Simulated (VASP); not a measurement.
BaTiO3:

```
Ba Ti O
1.0
     2.82737    1.63238    2.31839
    -2.82737    1.63238    2.31839
     0.00000   -3.26476    2.31839
Ba Ti O
1 1 3
Direct
  0.00000 0.00000 0.00000
  0.48450 0.48450 0.48450
  0.50860 0.50860 0.01750
  0.01750 0.50860 0.50860
  0.50860 0.01750 0.50860
```

Program: VASP 6.6.1. Alike in all runs: task single point; level PBEsol+U; potentials or basis VASP PAW PBE potentials, release 64 (Ba_sv, Ti_sv, O); no spin polarisation; cell as given; k mesh 6 × 6 × 6; cutoff (eV) 520; smearing gaussian 0.01 eV.

Problem. Order these runs on this cell by their band gap on the k mesh, lowest first.
A. U Ti d U = 4.5 eV
B. U Ti d U = 1.5 eV
C. U Ti d U = 6.0 eV
D. U Ti d U = 3.0 eV

Solution. B (2.48 eV), D (2.63 eV), A (2.80 eV), C (2.98 eV).

Caveats: spin-orbit coupling is left out, which moves the levels of the heavy elements.

A k mesh can miss the band edges.
